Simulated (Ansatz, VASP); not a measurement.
# C: VASP beside Ansatz

Contents of INCAR:

```
SYSTEM = C
PREC     = Accurate       ! precision mode
ENCUT    = 600            ! plane-wave cutoff, eV
EDIFF    = 1E-7           ! SCF threshold, eV
ISMEAR   = 0              ! smearing method
SIGMA    = 0.1            ! smearing width, eV
LREAL    = .False.        ! projectors in reciprocal space
LASPH    = .True.         ! aspherical terms in the spheres
NELM     = 100            ! most SCF steps
ALGO     = Normal         ! electronic algorithm
ISIF     = 3              ! what is computed and relaxed
LWAVE    = .False.        ! write WAVECAR
LCHARG   = .False.        ! write CHGCAR
GGA      = PE             ! functional
IBRION   = 2              ! ionic algorithm
NSW      = 90             ! ionic steps
EDIFFG   = -0.04          ! ionic threshold
```

Contents of KPOINTS:

```
Automatic mesh
0
Gamma
  8 8 6
  0 0 0
```

The input POSCAR:

```
C
1.0
    1.3722068400     -2.1750457500      0.0000000000
    1.3722068400      2.1750457500      0.0000000000
    0.0000000000      0.0000000000      2.7145405200
C
3
Direct
    0.0000000000      0.5000000000      0.0000000000
    0.5000000000      0.0000000000      0.0000000000
    0.5000000000      0.5000000000      0.5000000000
```

Input for Ansatz:

```yaml
crystal:
  lattice:
    - [1.37220684, -2.17504575, 0.0]
    - [1.37220684, 2.17504575, 0.0]
    - [0.0, 0.0, 2.71454052]
  atoms:
    - { symbol: C, position: [0.0, 0.5, 0.0] }
    - { symbol: C, position: [0.5, 0.0, 0.0] }
    - { symbol: C, position: [0.5, 0.5, 0.5] }
basis:
  ecutwfc: 420
kpoints:
  mp_grid: { grid: [8, 8, 6] }
hamiltonian:
  xc: pbe
scf:
  occupations: { method: gaussian, width: 0.1 }
  lower_state_search: "off"
output:
  forces: true
  stress: true
  eigenvalues: true
relax:
  adjacent_minimum: "off"
  f_tol: 0.04
  max_steps: 70
  cell: { stress_tol: 0.4 }
```

Alike in both runs: task relaxation of cell and atoms; functional PBE; k mesh 8 × 8 × 6; occupations gaussian, width 0.1 eV; no spin polarisation.

```csv
,VASP,Ansatz
version,VASP 6.6.1,Ansatz 0.2.0
potentials or method,"VASP PAW PBE potentials, release 64 (C), cutoff 600 eV","scalar-relativistic, plane waves, PAW"
valence electrons in the cell,12,12
```

```csv
,VASP,Ansatz,Ansatz less VASP
"gap on the k mesh at the Fermi level, each at its own relaxed structure (eV)",none,none,-
relaxed volume (Å³/atom),6.41,6.41,+0.006
relaxed cell length with the largest relative difference (Å),2.636,2.639,+0.0024
```

A gap of «none» marks a metal or a gap that the smearing closes.

The k mesh is coarse, so the values compare programs but aren't converged. Noted on VASP's run: the volume moved by over 15 % at a fixed basis, so the end points are rough.
